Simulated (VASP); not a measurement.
# C (Fd-3m) in VASP: notebook

The runs below take C through single point, with PBE.

All numbers are computed with VASP 6.6.1; they aren't measurements. Logs are shortened: lines on timing, memory, paths and dates and some standing lists are left out, and cuts for length are marked.

## Step 1: The cell of the first run

Symmetry: Fd-3m, No. 227, cubic system. Conventional cell: a = 3.572 Å, b = 3.572 Å, c = 3.572 Å, α = 90.00°, β = 90.00°, γ = 90.00°. C (site symmetry -43m) has 4 C at 1.55 Å within 2.1 Å.

## Step 2: Single point, PBE

Contents of INCAR:

```
PREC = Accurate ; ENCUT = 600
EDIFF = 1E-6 ; ISMEAR = 0
SIGMA = 0.02 ; LREAL = F
LASPH = T ; NELM = 120
ALGO = Normal ; ISIF = 2
LWAVE = F ; LCHARG = F
GGA = PE ; NBANDS = 11
GGA_COMPAT = F
```

Contents of KPOINTS:

```
Automatic mesh
0
Gamma
  12 12 12
```

Contents of POSCAR:

```
C
1.0
    0.0000000000      1.7857951498      1.7857951498
    1.7857951498      0.0000000000      1.7857951498
    1.7857951498      1.7857951498      0.0000000000
C
2
Direct
    0.0000000000      0.0000000000      0.0000000000
    0.2500000000      0.2500000000      0.2500000000
```

Potentials or basis: VASP PAW PBE potentials, release 64 (C).

Run with:

```
$ cat potpaw_PBE.64/C/POTCAR > POTCAR
$ mpirun -np 1 vasp_std > vasp.out
```

OUTCAR:

```text
PREC = Accurate
   ENCUT = 600
   EDIFF = 1E-6
   ISMEAR = 0
   LREAL = F
   LASPH = T
   NELM = 120
   ISIF = 2
   GGA = PE

 ion  position               nearest neighbor table
   1  0.000  0.000  0.000-   2 1.55   2 1.55   2 1.55   2 1.55
   2  0.250  0.250  0.250-   1 1.55   1 1.55   1 1.55   1 1.55

  LATTYP: Found a face centered cubic cell.
 ALAT       =     3.5715902996

  Lattice vectors:

 A1 = (   0.0000000000,   1.7857951498,   1.7857951498)
 A2 = (   1.7857951498,   0.0000000000,   1.7857951498)
 A3 = (   1.7857951498,   1.7857951498,   0.0000000000)

Analysis of symmetry for initial positions (statically):
=====================================================================
 Subroutine PRICEL returns:
 Original cell was already a primitive cell.

 Routine SETGRP: Setting up the symmetry group for a
 face centered cubic supercell.

 Subroutine GETGRP returns: Found 48 space group operations
 (whereof 24 operations were pure point group operations)
 out of a pool of 48 trial point group operations.

The static configuration has the point symmetry T_d .
 The point group associated with its full space group is O_h .

Analysis of symmetry for dynamics (positions and initial velocities):
=====================================================================
 Subroutine PRICEL returns:
 Original cell was already a primitive cell.

 Routine SETGRP: Setting up the symmetry group for a
 face centered cubic supercell.

 Subroutine GETGRP returns: Found 48 space group operations
 (whereof 24 operations were pure point group operations)
 out of a pool of 48 trial point group operations.

The dynamic configuration has the point symmetry T_d .
 The point group associated with its full space group is O_h .

 Subroutine INISYM returns: Found 48 space group operations
 (whereof 24 operations are pure point group operations),
 and found     1 'primitive' translations

----------------------------------------------------------------------------------------

                                     Primitive cell

  volume of cell :      11.3900

  direct lattice vectors                    reciprocal lattice vectors
     0.000000000  1.785795150  1.785795150    -0.279987321  0.279987321  0.279987321
     1.785795150  0.000000000  1.785795150     0.279987321 -0.279987321  0.279987321
     1.785795150  1.785795150  0.000000000     0.279987321  0.279987321 -0.279987321

  length of vectors
     2.525495720  2.525495720  2.525495720     0.484952266  0.484952266  0.484952266

  position of ions in fractional coordinates (direct lattice)
     0.000000000  0.000000000  0.000000000
     0.250000000  0.250000000  0.250000000

  ion indices of the primitive-cell ions
   primitive index   ion index
                 1           1
                 2           2

----------------------------------------------------------------------------------------

 KPOINTS: Automatic mesh

Automatic generation of k-mesh.
 Grid dimensions read from file:
 generate k-points for:   12   12   12

 Generating k-lattice:

  Cartesian coordinates                     Fractional coordinates (reciprocal lattice)
    -0.023332277  0.023332277  0.023332277     0.083333333  0.000000000  0.000000000
     0.023332277 -0.023332277  0.023332277     0.000000000  0.083333333  0.000000000
     0.023332277  0.023332277 -0.023332277     0.000000000  0.000000000  0.083333333

  Length of vectors
     0.040412689  0.040412689  0.040412689

  Shift w.r.t. Gamma in fractional coordinates (k-lattice)
     0.000000000  0.000000000  0.000000000

 Subroutine IBZKPT returns following result:
 ===========================================

 Found     72 irreducible k-points:

 Following reciprocal coordinates:
            Coordinates               Weight
  0.000000  0.000000  0.000000      1.000000
  0.083333  0.000000  0.000000      8.000000
  0.166667  0.000000  0.000000      8.000000
  0.250000  0.000000  0.000000      8.000000
  0.333333  0.000000  0.000000      8.000000
  0.416667  0.000000  0.000000      8.000000
[... 16 lines left out ...]
  0.500000  0.166667  0.000000     24.000000
 -0.416667  0.166667  0.000000     24.000000
 [... further k-points ...]
   k-points           NKPTS =     72   k-points in BZ     NKDIM =     72   number of bands    NBANDS=     11
   number of dos      NEDOS =    301   number of ions     NIONS =      2
   total plane-waves  NPLWV =   8000
   dimension x,y,z NGX =    20 NGY =   20 NGZ =   20
   dimension x,y,z NGXF=    40 NGYF=   40 NGZF=   40
   ions per type =               2
   NGX,Y,Z   is equivalent  to a cutoff of  13.17, 13.17, 13.17 a.u.
   NGXF,Y,Z  is equivalent  to a cutoff of  26.33, 26.33, 26.33 a.u.
 SYSTEM =  unknown system
   PREC   = accura    normal or accurate (medium, high low for compatibility)
   ISTART =      0    job   : 0-new  1-cont  2-samecut
   ICHARG =      2    charge: 1-file 2-atom 10-const
   ISPIN  =      1    spin polarized calculation?
   LNONCOLLINEAR =      F non collinear calculations
   LSORBIT =      F    spin-orbit coupling
   LASPH  =      T    aspherical Exc in radial PAW
   ENCUT  =  600.0 eV  44.10 Ry    6.64 a.u.   5.04  5.04  5.04*2*pi/ulx,y,z
   NELM   =    120;   NELMIN=  2; NELMDL= -5     # of ELM steps
   EDIFF  = 0.1E-05   stopping-criterion for ELM
   LREAL  =      F    real-space projection
   EDIFFG = 0.1E-04   stopping-criterion for IOM
   NSW    =      0    number of steps for IOM
   IBRION =     -1    ionic relax: 0-MD 1-quasi-New 2-CG
   NFREE  =      0    steps in history (QN), initial steepest desc. (CG)
   ISIF   =      2    stress and relaxation
   ISYM   =      2    0-nonsym 1-usesym 2-fastsym
   POTIM  = 0.5000    time-step for ionic-motion
   TEBEG  =    0.0;   TEEND  =   0.0 temperature during run
   PSTRESS=    0.0 pullay stress
   NELECT =       8.0000    total number of electrons
   NUPDOWN=      -1.0000    fix difference up-down
   EMIN   =  10.00;   EMAX   =-10.00  energy-range for DOS
   EFERMI =   0.00;   METHOD = LEGACY
   ISMEAR =     0;   SIGMA  =   0.02  broadening in eV -4-tet -1-fermi 0-gaus
   EFERMI_NEDOS =   21; number of points for ismear=-14 and -15
   IALGO  =     38    algorithm
   IMIX   =      4    mixing-type and parameters
     AMIX     =   0.40;   BMIX     =  1.00
     AMIX_MAG =   1.60;   BMIX_MAG =  1.00
  volume/ion in A,a.u.               =       5.70        38.43
  Fermi-wavevector in a.u.,A,eV,Ry     =   1.455224  2.749975 28.812744  2.117677
  Thomas-Fermi vector in A             =   2.572283
   LORBIT       =      0    0 simple, 1 ext, 2 COOP (PROOUT), +10 PAW based schemes
   GGA     = PE    functional components
   LHFCALC =     F    Hartree Fock is set to
   AEXX    =    0.0000 exact exchange contribution
   IVDW    =     0    specifies the selected vdW correction
   LEPSILON=     F    determine dielectric tensor
   LRPA    =     F    only Hartree local field effects (RPA)
 non-spin polarized calculation
 Gauss-broadening in eV      SIGMA  =   0.02
  energy-cutoff  :      600.00
  volume of cell :       11.39
 maximum number of plane-waves:       392
   NGX =  9   NGY =  9   NGZ =  9

 number of electron       7.9999999 magnetization

 Free energy of the ion-electron system (eV)
  ---------------------------------------------------
  ext. energy  EPLUGINS =         0.00000000
  ---------------------------------------------------
  free energy    TOTEN  =       -18.19049244 eV

  energy without entropy =      -18.19049244  energy(sigma->0) =      -18.19049244

 E-fermi :   9.7728     XC(G=0): -13.2303

 val. band max:        9.6696243177   @ k =   0.0000   0.0000   0.0000
 cond. band min:      13.8138506829   @ k =   0.3333   0.3333   0.0000
 fundamental gap:      4.1442263652
 Fermi energy:         9.7728290112

 k-point     1 :       0.0000    0.0000    0.0000
  band No.  band energies     occupation
      1     -11.7521      2.00000
      2       9.6696      2.00000
      3       9.6696      2.00000
      4       9.6696      2.00000
      5      15.2486      0.00000
      6      15.2486      0.00000
      7      15.2486      0.00000
      8      22.9076      0.00000
      9      28.9126      0.00000
     10      36.1611      0.00000
     11      36.1611      0.00000

 k-point     2 :       0.0833    0.0000    0.0000
  band No.  band energies     occupation
      1     -11.5605      2.00000
      2       8.4475      2.00000
      3       9.3484      2.00000
      4       9.3484      2.00000
      5      15.6695      0.00000
      6      15.6695      0.00000
      7      15.9583      0.00000
      8      23.0752      0.00000
      9      29.2321      0.00000
     10      34.0432      0.00000
     11      34.0432      0.00000

 k-point     3 :       0.1667    0.0000    0.0000
  band No.  band energies     occupation
      1     -10.9876      2.00000
      2       5.9248      2.00000
      3       8.6508      2.00000
      4       8.6508      2.00000
      5      16.5846      0.00000
      6      16.5846      0.00000
      7      17.0371      0.00000
      8      23.5586      0.00000
      9      29.9006      0.00000
     10      32.4518      0.00000
     11      32.4518      0.00000

 k-point     4 :       0.2500    0.0000    0.0000
  band No.  band energies     occupation
      1     -10.0422      2.00000
      2       3.0976      2.00000
      3       7.9309      2.00000
      4       7.9309      2.00000
      5      17.4393      0.00000
      6      17.4393      0.00000
      7      17.7767      0.00000
      8      24.2378      0.00000
      9      30.3271      0.00000
     10      32.0344      0.00000
     11      32.0344      0.00000

 k-point     5 :       0.3333    0.0000    0.0000
  band No.  band energies     occupation
      1      -8.7456      2.00000
      2       0.3272      2.00000
      3       7.3593      2.00000
      4       7.3593      2.00000
      5      17.9270      0.00000
      6      17.9270      0.00000
      7      18.1916      0.00000
      8      24.8670      0.00000
      9      30.5608      0.00000
     10      32.8586      0.00000
     11      32.8586      0.00000
[... 211 lines left out ...]
 k-point    21 :       0.3333    0.1667    0.0000
  band No.  band energies     occupation
      1      -8.9817      2.00000
      2       2.4679      2.00000
      3       5.8508      2.00000
      4       6.2529      2.00000
      5      15.6695      0.00000
      6      20.4084      0.00000
      7      20.4933      0.00000
      8      21.4180      0.00000
      9      30.5093      0.00000
     10      31.3003      0.00000
     11      36.6570      0.00000

 k-point    22 :       0.4167    0.1667    0.0000
  band No.  band energies     occupation
      1      -7.5936      2.00000
      2      -0.0761      2.00000
      3       5.4117      2.00000
      4       5.6327      2.00000
      5      16.3311      0.00000
      6      20.6293      0.00000
      7      20.7313      0.00000
      8      22.3226      0.00000
      9      30.6898      0.00000
     10      32.0493      0.00000
     11      37.0168      0.00000

 k-point    23 :       0.5000    0.1667    0.0000
  band No.  band energies     occupation
      1      -6.0193      2.00000
      2      -2.3063      2.00000
      3       4.6971      2.00000
      4       5.7194      2.00000
      5      16.7526      0.00000
      6      20.3614      0.00000
      7      20.8436      0.00000
      8      23.9144      0.00000
      9      29.7581      0.00000
     10      33.4063      0.00000
     11      36.2030      0.00000

 k-point    24 :      -0.4167    0.1667    0.0000
  band No.  band energies     occupation
      1      -5.5929      2.00000
      2      -2.8187      2.00000
      3       4.2127      2.00000
      4       6.0960      2.00000
      5      17.1885      0.00000
      6      19.8733      0.00000
      7      20.8215      0.00000
      8      25.0588      0.00000
      9      29.0678      0.00000
     10      33.8106      0.00000
     11      34.1586      0.00000

 [... further k-points ...]

------------------------ aborting loop because EDIFF is reached ----------------------------------------

  FORCE on cell =-STRESS in cart. coord.  units (eV):
  Direction    XX          YY          ZZ          XY          YZ          ZX
  --------------------------------------------------------------------------------------
  -------------------------------------------------------------------------------------
  Total       -0.0006818     -0.0006818     -0.0006818      0.0000000      0.0000000      0.0000000
  in kB       -0.0959019     -0.0959019     -0.0959019      0.0000000      0.0000000      0.0000000
  external PRESSURE =      -0.0959019 kB  Pullay stress =       0.0000000 kB

 VOLUME and BASIS-vectors are now :
 -----------------------------------------------------------------------------
  energy-cutoff  :      600.00
  volume of cell :       11.39
      direct lattice vectors                 reciprocal lattice vectors
     0.000000000  1.785795150  1.785795150    -0.279987321  0.279987321  0.279987321
     1.785795150  0.000000000  1.785795150     0.279987321 -0.279987321  0.279987321
     1.785795150  1.785795150  0.000000000     0.279987321  0.279987321 -0.279987321

 POSITION                                       TOTAL-FORCE (eV/Angst)
 -----------------------------------------------------------------------------------
      0.00000      0.00000      0.00000         0.000000      0.000000      0.000000
      0.89290      0.89290      0.89290        -0.000000     -0.000000     -0.000000
 -----------------------------------------------------------------------------------
    total drift:                                0.000000      0.000000      0.000000

  FREE ENERGIE OF THE ION-ELECTRON SYSTEM (eV)
  ---------------------------------------------------
  free  energy   TOTEN  =       -18.1904924438 eV

  energy  without entropy=      -18.1904924438  energy(sigma->0) =      -18.19049244
```

It took 12 s on 1 thread of Intel Xeon 8259CL, shared host; peak memory 0.12 GiB.

What came out:

* Free energy: -18.1905 eV
* Pressure: 0.0 GPa
* Band gap on the k mesh: 4.14 eV (least direct gap 5.58 eV)

A k mesh can miss the band edges. A hybrid or GW would open this gap; PBE tends to underestimate it.

## Step 3: Single point, PBE

Contents of INCAR:

```
SYSTEM = C
PREC = Accurate
ENCUT = 600
EDIFF = 1E-6
ISMEAR = 0
SIGMA = 0.02
LREAL = .FALSE.
LASPH = .TRUE.
NELM = 120
ALGO = Normal
ISIF = 2
LWAVE = .FALSE.
LCHARG = .FALSE.
GGA = PE
NBANDS = 11
GGA_COMPAT = .FALSE.
```

Contents of KPOINTS:

```
Automatic mesh
0
G
  12 12 12
  0 0 0
```

POSCAR is that of step 2.

Potentials or basis: VASP PAW PBE potentials, release 64 (C).

Run with:

```
$ cat potpaw_PBE.64/C/POTCAR > POTCAR
$ mpirun -np 1 vasp_std > vasp.out
```

OUTCAR:

```text
SYSTEM = C
   PREC = Accurate
   ENCUT = 600
   EDIFF = 1E-6
   ISMEAR = 0
   LREAL = .FALSE.
   LASPH = .TRUE.
   NELM = 120
   ISIF = 2
   GGA = PE

 ion  position               nearest neighbor table
   1  0.000  0.000  0.000-   2 1.55   2 1.55   2 1.55   2 1.55
   2  0.250  0.250  0.250-   1 1.55   1 1.55   1 1.55   1 1.55

  LATTYP: Found a face centered cubic cell.
 ALAT       =     3.5715902996

  Lattice vectors:

 A1 = (   0.0000000000,   1.7857951498,   1.7857951498)
 A2 = (   1.7857951498,   0.0000000000,   1.7857951498)
 A3 = (   1.7857951498,   1.7857951498,   0.0000000000)

Analysis of symmetry for initial positions (statically):
=====================================================================
 Subroutine PRICEL returns:
 Original cell was already a primitive cell.

 Routine SETGRP: Setting up the symmetry group for a
 face centered cubic supercell.

 Subroutine GETGRP returns: Found 48 space group operations
 (whereof 24 operations were pure point group operations)
 out of a pool of 48 trial point group operations.

The static configuration has the point symmetry T_d .
[... 172 lines left out ...]
      1     -11.7521      2.00000
      2       9.6696      2.00000
      3       9.6696      2.00000
      4       9.6696      2.00000
      5      15.2486      0.00000
      6      15.2486      0.00000
      7      15.2486      0.00000
      8      22.9076      0.00000
      9      28.9126      0.00000
     10      36.1611      0.00000
     11      36.1611      0.00000
[... 309 lines left out ...]
 k-point    24 :      -0.4167    0.1667    0.0000
  band No.  band energies     occupation
      1      -5.5929      2.00000
      2      -2.8187      2.00000
      3       4.2127      2.00000
      4       6.0960      2.00000
      5      17.1885      0.00000
      6      19.8733      0.00000
      7      20.8215      0.00000
      8      25.0588      0.00000
      9      29.0678      0.00000
     10      33.8106      0.00000
     11      34.1586      0.00000

 [... further k-points ...]

------------------------ aborting loop because EDIFF is reached ----------------------------------------

  FORCE on cell =-STRESS in cart. coord.  units (eV):
  Direction    XX          YY          ZZ          XY          YZ          ZX
  --------------------------------------------------------------------------------------
  -------------------------------------------------------------------------------------
  Total       -0.0006818     -0.0006818     -0.0006818      0.0000000      0.0000000      0.0000000
  in kB       -0.0959019     -0.0959019     -0.0959019      0.0000000      0.0000000      0.0000000
  external PRESSURE =      -0.0959019 kB  Pullay stress =       0.0000000 kB

 VOLUME and BASIS-vectors are now :
 -----------------------------------------------------------------------------
  energy-cutoff  :      600.00
  volume of cell :       11.39
      direct lattice vectors                 reciprocal lattice vectors
     0.000000000  1.785795150  1.785795150    -0.279987321  0.279987321  0.279987321
     1.785795150  0.000000000  1.785795150     0.279987321 -0.279987321  0.279987321
     1.785795150  1.785795150  0.000000000     0.279987321  0.279987321 -0.279987321

 POSITION                                       TOTAL-FORCE (eV/Angst)
 -----------------------------------------------------------------------------------
      0.00000      0.00000      0.00000         0.000000      0.000000      0.000000
      0.89290      0.89290      0.89290        -0.000000     -0.000000     -0.000000
 -----------------------------------------------------------------------------------
    total drift:                                0.000000      0.000000      0.000000

  FREE ENERGIE OF THE ION-ELECTRON SYSTEM (eV)
  ---------------------------------------------------
  free  energy   TOTEN  =       -18.1904924438 eV

  energy  without entropy=      -18.1904924438  energy(sigma->0) =      -18.19049244
```

OSZICAR:

```text
N       E                     dE             d eps       ncg     rms          rms(c)
DAV:   1     0.270213037066E+01    0.27021E+01   -0.53027E+03  1632   0.814E+02
DAV:   2    -0.183616307438E+02   -0.21064E+02   -0.20000E+02  2072   0.129E+02
DAV:   3    -0.188193668456E+02   -0.45774E+00   -0.45644E+00  1881   0.145E+01
DAV:   4    -0.188202436432E+02   -0.87680E-03   -0.87678E-03  1665   0.764E-01
DAV:   5    -0.188202446882E+02   -0.10450E-05   -0.10450E-05  1832   0.264E-02    0.550E+00
DAV:   6    -0.183476882299E+02    0.47256E+00   -0.24632E-01  1629   0.350E+00    0.328E+00
DAV:   7    -0.181886249529E+02    0.15906E+00   -0.30235E-01  1683   0.392E+00    0.743E-01
DAV:   8    -0.181904316890E+02   -0.18067E-02   -0.86581E-03  1656   0.696E-01    0.436E-02
DAV:   9    -0.181904717759E+02   -0.40087E-04   -0.62231E-05  1864   0.638E-02    0.242E-02
DAV:  10    -0.181904923743E+02   -0.20598E-04   -0.15692E-05  1680   0.349E-02    0.522E-03
DAV:  11    -0.181904924438E+02   -0.69464E-07   -0.25076E-07  1414   0.460E-03
   1 F= -.18190492E+02 E0= -.18190492E+02  d E =-.533956E-16
```

stdout:

```text
POSCAR found type information on POSCAR C
 POSCAR found :  1 types and       2 ions
 scaLAPACK will be used
 LDA part: xc-table for (Slater+PW92), standard interpolation
 POSCAR, INCAR and KPOINTS ok, starting setup
 FFT: planning ... GRIDC
 FFT: planning ... GRID_SOFT
 FFT: planning ... GRID
 WAVECAR not read
 entering main loop
```

It took 15 s on 1 thread of Intel Xeon 8259CL, shared host; peak memory 0.12 GiB.

What came out:

```
Free energy            : -18.1905 eV
Pressure               : 0.0 GPa
Band gap on the k mesh : 4.14 eV (least direct gap 5.58 eV)
```

A k mesh can miss the band edges. Expect the measured gap to be larger: semilocal functionals such as PBE lack the derivative discontinuity.
